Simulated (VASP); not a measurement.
# Cu: single point with revPBE

Cu:

```xyz
2
Lattice="2.4804 0.0000 0.0000 -1.2402 2.1481 0.0000 0.0000 0.0000 4.0608" Properties=species:S:1:pos:R:3 pbc="T T T"
Cu    0.0000    1.4320    1.0152
Cu    1.2402    0.7160    3.0456
```

This isn't the form of Cu at room conditions, which is fcc.

```
Program             : VASP 6.6.1
Task                : single point
Functional          : revPBE
Potentials or basis : VASP PAW PBE potentials, release 64 (Cu)
Cutoff              : 520 eV
k mesh              : 16 × 16 × 9
Occupations         : fermi-dirac, width 0.1 eV
Spin                : no spin polarisation
```

| Item | Value |
| --- | --- |
| Pressure | 22.9 GPa |
| Band gap on the k mesh | zero (bands 11 and 12 overlap by 5.58 eV) |

Stress tensor (GPa, compression positive):
```
23.04  0.00  0.00
 0.00 23.04  0.00
 0.00  0.00 22.73
```

Levels at points of the mesh, in eV from the Fermi level:
```
           k point  band 8  band 9  band 10  band 11  band 12  band 13  band 14  band 15
(0.00, 0.00, 0.00)   -2.66   -2.66    -1.82    -1.82    -1.28     4.22    22.07    23.24
(0.50, 0.00, 0.00)   -1.70   -1.66    -1.59     0.01     1.78     8.19     8.69    11.20
```

Run time: 43 s on 1 thread of Intel Xeon 8259CL, on a shared host, peak memory 0.16 GiB.

Caveat: the cell stands under pressure; the PAW data sets were made with another functional, which shifts forces and pressure a little.
